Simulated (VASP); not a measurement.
Here is a VASP 6.6.1 calculation.

Contents of INCAR:

```
SYSTEM = ZrN
PREC = Accurate ; ENCUT = 600
EDIFF = 1E-6 ; ISMEAR = 0
SIGMA = 0.1 ; LREAL = .FALSE.
LASPH = .TRUE. ; NELM = 120
ALGO = Normal ; ISIF = 2
LWAVE = .FALSE. ; LCHARG = .FALSE.
GGA = PE ; NBANDS = 16
GGA_COMPAT = .FALSE.
```

The input KPOINTS:

```
Automatic mesh
0
G
  6 6 6
  0 0 0
```

POSCAR

```
ZrN
1.0
    0.0000000000      2.2942655900      2.2942655900
    2.2942655900      0.0000000000      2.2942655900
    2.2942655900      2.2942655900      0.0000000000
Zr N
1 1
Direct
    0.5000000000      0.5000000000      0.5000000000
    0.0000000000      0.0000000000      0.0000000000
```

Potentials or basis: VASP PAW PBE potentials, release 64 (Zr_sv, N).

The run is started by

```console
$ cat potpaw_PBE.64/Zr_sv/POTCAR potpaw_PBE.64/N/POTCAR > POTCAR
$ mpirun -np 1 vasp_std > vasp.out
```

(1) Predict the pressure.

Answers

(1) 1.0 GPa.

Caveat: the k points lie up to 0.40 Å⁻¹ apart.
